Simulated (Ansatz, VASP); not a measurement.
**One calculation of Rh, two programs**

```
Rh
1.0
     2.66771    0.00000    0.00000
    -1.33385    2.31030    0.00000
     0.00000    0.00000    4.29722
Rh
2
Direct
  0.33333 0.66667 0.25000
  0.66667 0.33333 0.75000
```

Alike in both runs: task single point; functional RPBE; k mesh 15 × 15 × 8; occupations fermi-dirac, width 0.1 eV; no spin polarisation.

|  | VASP | Ansatz |
| --- | --- | --- |
| version | VASP 6.6.1 | Ansatz 0.2.0 |
| potentials or method | VASP PAW PBE potentials, release 64 (Rh_pv), cutoff 520 eV | plane waves (420 eV) with PAW, scalar-relativistic |
| valence electrons in the cell | 30 | 34 |

VASP gave:

```
pressure (GPa)                                                : 24.2
traceless stress, the component that is largest in VASP (GPa) : 0.35
```

Which values does Ansatz return?

Pressure (GPa): 24.1; traceless stress, the component that is largest in VASP (GPa): 0.33.

VASP's potentials were made for PBE, not for RPBE. VASP's potentials hold 30 valence electrons a cell and Ansatz's 34, so a difference there can come from the potentials and not from the codes.
